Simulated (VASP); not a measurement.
# ZrC (P4/mmm) in VASP: a series of runs, part 3 of 3

VASP 6.6.1.

## (5) Single point, PBE, collinear spin, ferromagnetic start

This run uses another cell than the first one, of 20.40 Å³/atom, 1.195 times its volume.

File INCAR:

```
ALGO     = Normal         # electronic algorithm
EDIFF    = 1E-6           # SCF threshold, eV
ENCUT    = 520            # plane-wave cutoff, eV
GGA      = PE             # functional
ISIF     = 2              # what is computed and relaxed
ISMEAR   = 0              # smearing method
ISPIN    = 2              # spin polarisation
LASPH    = True           # aspherical terms in the spheres
LCHARG   = False          # write CHGCAR
LMAXMIX  = 4              # l up to which the mixer works
LORBIT   = 11             # projections on sites
LREAL    = False          # projectors in reciprocal space
LWAVE    = False          # write WAVECAR
MAGMOM   = 1 0            # initial moments
NBANDS   = 19             # bands
NELM     = 150            # most SCF steps
PREC     = Accurate       # precision mode
SIGMA    = 0.1            # smearing width, eV
```

File KPOINTS:

```
k-points
0
Gamma
  6 6 4
```

File POSCAR:

```
ZrC
1.0
    3.1820498165      0.0000000000      0.0000000000
    0.0000000000      3.1820498165      0.0000000000
    0.0000000000      0.0000000000      4.0300443533
Zr C
1 1
Direct
    0.5000000000      0.5000000000      0.0000000000
    0.0000000000      0.0000000000      0.0000000000
```

Potentials or basis: VASP PAW PBE potentials, release 64 (Zr_sv, C).

The run is started by

```
> cat potpaw_PBE.64/Zr_sv/POTCAR potpaw_PBE.64/C/POTCAR > POTCAR
> mpirun -np 1 vasp_std > vasp.out
```

OUTCAR:

```text
EDIFF = 1E-6
   ENCUT = 520
   GGA = PE
   ISIF = 2
   ISMEAR = 0
   ISPIN = 2
   LASPH = True
   LORBIT = 11
   LREAL = False
   NELM = 150
   PREC = Accurate

 ion  position               nearest neighbor table
   1  0.500  0.500  0.000-   2 2.25   2 2.25   2 2.25   2 2.25
   2  0.000  0.000  0.000-   1 2.25   1 2.25   1 2.25   1 2.25

  LATTYP: Found a simple tetragonal cell.
 ALAT       =     3.1820498165
 C/A-ratio  =     1.2664931681

  Lattice vectors:

 A1 = (   3.1820498165,   0.0000000000,   0.0000000000)
 A2 = (   0.0000000000,   3.1820498165,   0.0000000000)
[... 1272 lines left out ...]
  external PRESSURE =       0.7188990 kB  Pullay stress =       0.0000000 kB

 VOLUME and BASIS-vectors are now :
 -----------------------------------------------------------------------------
  energy-cutoff  :      520.00
  volume of cell :       40.81
      direct lattice vectors                 reciprocal lattice vectors
     3.182049817  0.000000000  0.000000000     0.314262836  0.000000000  0.000000000
     0.000000000  3.182049817  0.000000000     0.000000000  0.314262836  0.000000000
     0.000000000  0.000000000  4.030044353     0.000000000  0.000000000  0.248136227

 POSITION                                       TOTAL-FORCE (eV/Angst)
 -----------------------------------------------------------------------------------
      1.59102      1.59102      0.00000         0.000000      0.000000      0.000000
      0.00000      0.00000      0.00000         0.000000      0.000000      0.000000
 -----------------------------------------------------------------------------------
    total drift:                                0.000000     -0.000000     -0.000000

  FREE ENERGIE OF THE ION-ELECTRON SYSTEM (eV)
  ---------------------------------------------------
  free  energy   TOTEN  =       -16.8957752393 eV

  energy  without entropy=      -16.8867445825  energy(sigma->0) =      -16.89125991

 total charge

# of ion       s       p       d       tot
------------------------------------------
    1        2.174   6.033   1.606   9.812
    2        0.916   1.418   0.000   2.334
--------------------------------------------------
tot          3.090   7.451   1.606  12.147

 magnetization (x)

# of ion       s       p       d       tot
------------------------------------------
    1        0.000   0.000   0.002   0.002
    2        0.000  -0.000   0.000  -0.000
--------------------------------------------------
tot          0.000  -0.000   0.002   0.002
```

stdout:

```text
POSCAR found type information on POSCAR ZrC
 POSCAR found :  2 types and       2 ions
 scaLAPACK will be used
 LDA part: xc-table for (Slater+PW92), standard interpolation
 POSCAR, INCAR and KPOINTS ok, starting setup
 FFT: planning ... GRIDC
 FFT: planning ... GRID_SOFT
 FFT: planning ... GRID
 WAVECAR not read
 entering main loop
```

It took 18 s on 1 thread of Intel Xeon 6975P-C (Granite Rapids), shared host; peak memory 0.18 GiB.

Results:

* Free energy: -16.8958 eV
* Pressure: 0.1 GPa
* Band gap on the k mesh: zero (filled and empty bands overlap)
* Net moment: 0.00 μB per cell
* Valence electrons inside the program's atomic spheres: Zr 9.81; C 2.33

Stress tensor (GPa, compression positive):
```
-0.17  0.00  0.00
 0.00 -0.17  0.00
 0.00  0.00  0.57
```

Levels at points of the mesh, in eV from the Fermi level:
Spin up:
```csv
k point,band 4,band 5,band 6,band 7,band 8,band 9,band 10,band 11,band 12,band 13
"(0.00, 0.00, 0.00)",-25.83,-9.88,-1.22,-0.40,0.11,1.55,1.55,3.70,3.70,4.25
"(0.50, 0.00, 0.00)",-25.73,-7.43,-3.97,-2.23,-1.51,0.24,4.10,5.28,5.77,6.11
"(0.50, 0.50, 0.00)",-26.35,-9.20,-0.19,-0.19,1.26,1.39,1.49,1.49,6.58,8.21
"(0.00, 0.00, 0.50)",-25.82,-9.65,-2.26,-0.28,1.63,1.63,3.15,3.20,3.20,4.28
"(0.50, 0.00, 0.50)",-25.73,-7.23,-3.78,-2.78,-2.18,3.09,3.72,3.72,5.79,6.05
"(0.50, 0.50, 0.50)",-26.35,-9.09,0.13,0.13,0.32,0.34,0.34,3.91,6.59,6.83
```
Spin down:
| k point | band 4 | band 5 | band 6 | band 7 | band 8 | band 9 | band 10 | band 11 | band 12 | band 13 |
| --- | --- | --- | --- | --- | --- | --- | --- | --- | --- | --- |
| (0.00, 0.00, 0.00) | -25.83 | -9.88 | -1.21 | -0.40 | 0.11 | 1.55 | 1.55 | 3.70 | 3.70 | 4.26 |
| (0.50, 0.00, 0.00) | -25.73 | -7.43 | -3.97 | -2.23 | -1.51 | 0.25 | 4.10 | 5.28 | 5.77 | 6.11 |
| (0.50, 0.50, 0.00) | -26.35 | -9.20 | -0.19 | -0.19 | 1.26 | 1.41 | 1.49 | 1.49 | 6.58 | 8.21 |
| (0.00, 0.00, 0.50) | -25.82 | -9.65 | -2.26 | -0.28 | 1.63 | 1.63 | 3.16 | 3.21 | 3.21 | 4.28 |
| (0.50, 0.00, 0.50) | -25.73 | -7.23 | -3.78 | -2.78 | -2.18 | 3.11 | 3.72 | 3.72 | 5.79 | 6.05 |
| (0.50, 0.50, 0.50) | -26.35 | -9.09 | 0.13 | 0.13 | 0.32 | 0.34 | 0.34 | 3.92 | 6.59 | 6.85 |

Caveat: the k points lie up to 0.39 Å⁻¹ apart.

## (6) Single point, PBE

This run uses another cell than the first one, of 20.85 Å³/atom, 1.221 times its volume.

File INCAR:

```
SYSTEM = ZrC
PREC = Accurate
ENCUT = 520
EDIFF = 1E-6
ISMEAR = 0
SIGMA = 0.1
LREAL = .False.
LASPH = .True.
NELM = 100
ALGO = Normal
ISIF = 2
LWAVE = .False.
LCHARG = .False.
GGA = PE
NBANDS = 15
```

File KPOINTS:

```
Automatic mesh
0
Gamma
  18 18 14
  0 0 0
```

File POSCAR:

```
ZrC
1.0
    3.1817893844      0.0000000000      0.0000000000
    0.0000000000      3.1817893844      0.0000000000
    0.0000000000      0.0000000000      4.1181932045
Zr C
1 1
Direct
    0.5000000000      0.5000000000      0.0000000000
    0.0000000000      0.0000000000      0.0000000000
```

Potentials or basis: VASP PAW PBE potentials, release 64 (Zr_sv, C).

The run is started by

```
> cat potpaw_PBE.64/Zr_sv/POTCAR potpaw_PBE.64/C/POTCAR > POTCAR
> mpirun -np 1 vasp_std > vasp.out
```

Wall time 79 s (1 thread of Intel Xeon 6975P-C (Granite Rapids), shared host); peak memory 0.37 GiB.

The run converged. Its results:

* Free energy: -16.8941 eV
* Pressure: 0.1 GPa
* Band gap on the k mesh: zero (band 8 reaches 6.17 eV, above the bottom of band 9 at 3.85 eV)

Stress tensor (GPa, compression positive):
```
0.19 0.00 0.00
0.00 0.19 0.00
0.00 0.00 0.01
```

Levels at points of the mesh, in eV from the Fermi level:
| k point | band 5 | band 6 | band 7 | band 8 | band 9 | band 10 | band 11 | band 12 |
| --- | --- | --- | --- | --- | --- | --- | --- | --- |
| (0.00, 0.00, 0.00) | -9.95 | -1.27 | -0.49 | -0.09 | 1.47 | 1.47 | 3.55 | 3.55 |
| (0.50, 0.00, 0.00) | -7.50 | -4.05 | -2.31 | -1.69 | 0.23 | 3.95 | 5.11 | 5.68 |
| (0.50, 0.50, 0.00) | -9.28 | -0.26 | -0.26 | 1.11 | 1.31 | 1.31 | 1.41 | 6.48 |
| (0.00, 0.00, 0.50) | -9.76 | -2.32 | -0.39 | 1.54 | 1.54 | 2.84 | 3.13 | 3.13 |
| (0.50, 0.00, 0.50) | -7.33 | -3.88 | -2.82 | -2.27 | 3.01 | 3.44 | 3.64 | 5.71 |
| (0.50, 0.50, 0.50) | -9.19 | 0.02 | 0.02 | 0.28 | 0.29 | 0.29 | 3.68 | 6.49 |

## (7) Relaxation of cell and atoms, PBE

This run uses another cell than the first one, of 20.40 Å³/atom, 1.195 times its volume.

File INCAR:

```
SYSTEM = ZrC
ALGO     = Normal         ! electronic algorithm
EDIFF    = 1E-7           ! SCF threshold, eV
EDIFFG   = -0.01          ! ionic threshold
ENCUT    = 600            ! plane-wave cutoff, eV
GGA      = PE             ! functional
IBRION   = 2              ! ionic algorithm
ISIF     = 3              ! what is computed and relaxed
ISMEAR   = 0              ! smearing method
LASPH    = .True.         ! aspherical terms in the spheres
LCHARG   = .False.        ! write CHGCAR
LREAL    = .False.        ! projectors in reciprocal space
LWAVE    = .False.        ! write WAVECAR
NELM     = 100            ! most SCF steps
NSW      = 100            ! ionic steps
PREC     = Accurate       ! precision mode
SIGMA    = 0.1            ! smearing width, eV
```

File KPOINTS:

```
k-points
0
Gamma
  18 18 14
  0 0 0
```

File POSCAR:

```
ZrC
1.0
    3.1820498165      0.0000000000      0.0000000000
    0.0000000000      3.1820498165      0.0000000000
    0.0000000000      0.0000000000      4.0300443533
Zr C
1 1
Direct
    0.5000000000      0.5000000000      0.0000000000
    0.0000000000      0.0000000000      0.0000000000
```

The run is started by

```
> cat potpaw_PBE.64/Zr_sv/POTCAR potpaw_PBE.64/C/POTCAR > POTCAR
> mpirun -np 1 vasp_std > vasp.out
```

It took 7.3 min on 1 thread of Intel Xeon 6975P-C (Granite Rapids), shared host; peak memory 0.42 GiB.

The run converged. Its results:

| Property | Result |
| --- | --- |
| Free energy | -16.8943 eV |
| Relaxed volume | 20.80 Å³/atom |
| Relaxed cell | a = 3.182 Å, b = 3.182 Å, c = 4.108 Å, α = 90.00°, β = 90.00°, γ = 90.00° |
| Space group after relaxing (to 0.05 Å) | P4/mmm (No. 123) |
| Energy gained by relaxing | 0.3 meV/atom |
| Ionic steps | 6 |
| Pressure after relaxing | 0.0 GPa |
| Band gap on the k mesh | zero (band 8 reaches 6.18 eV, above the bottom of band 9 at 3.87 eV) |

Step by step:
```csv
step,energy change (eV),largest force (eV/Å),pressure (GPa),volume (Å³)
1,0.0000,0.0000,0.23,40.81
2,0.0000,0.0000,-0.27,40.98
3,-0.0001,0.0000,0.00,40.89
4,-0.0002,0.0000,0.00,40.96
5,-0.0004,0.0000,0.02,41.17
6,-0.0006,0.0000,0.05,41.60
```

Final structure:
```
Zr C
1.0
     3.18239    0.00000    0.00000
     0.00000    3.18239    0.00000
     0.00000    0.00000    4.10760
Zr C
1 1
Direct
  0.50000 0.50000 0.00000
  0.00000 0.00000 0.00000
```

Levels at points of the mesh, in eV from the Fermi level:
```tsv
k point	band 4	band 5	band 6	band 7	band 8	band 9	band 10	band 11	band 12
(0.00, 0.00, 0.00)	-25.93	-9.95	-1.27	-0.49	-0.07	1.47	1.47	3.56	3.56
(0.50, 0.00, 0.00)	-25.84	-7.51	-4.05	-2.31	-1.68	0.22	3.96	5.12	5.67
(0.50, 0.50, 0.00)	-26.46	-9.28	-0.26	-0.26	1.12	1.32	1.32	1.39	6.48
(0.00, 0.00, 0.50)	-25.93	-9.75	-2.32	-0.39	1.54	1.54	2.86	3.12	3.12
(0.50, 0.00, 0.50)	-25.84	-7.33	-3.88	-2.83	-2.27	3.01	3.46	3.63	5.71
(0.50, 0.50, 0.50)	-26.45	-9.18	0.02	0.02	0.27	0.28	0.28	3.70	6.49
```

## (8) The runs side by side

```tsv
task	spin	cell	k mesh	cutoff (eV)	gap on the mesh (eV)	pressure (GPa)	relaxed volume (Å³/atom)
single point	off	a = 3.583, b = 3.583, c = 2.660 Å, 2 atoms	6 × 6 × 6	520	none	-14.3	-
single point	off	a = 3.182, b = 3.182, c = 4.030 Å, 2 atoms	6 × 6 × 6	520	none	0.3	-
relaxation of cell and atoms	off	relaxed from a = 3.583, b = 3.583, c = 2.660 Å, 2 atoms	6 × 6 × 6	600	none	-0.1	19.34
single point	collinear, ferromagnetic start	a = 3.182, b = 3.182, c = 4.030 Å, 2 atoms	6 × 6 × 4	520	none	0.1	-
single point	off	a = 3.182, b = 3.182, c = 4.118 Å, 2 atoms	18 × 18 × 14	520	none	0.1	-
relaxation of cell and atoms	off	relaxed from a = 3.182, b = 3.182, c = 4.030 Å, 2 atoms	18 × 18 × 14	600	none	0.0	20.80
```

Alike in all rows: level PBE; potentials or basis VASP PAW PBE potentials, release 64 (Zr_sv, C); smearing gaussian 0.1 eV.

Caveats: some runs use coarse meshes.

Total energies depend on the potentials used, so only differences within one code and one set of settings carry meaning.
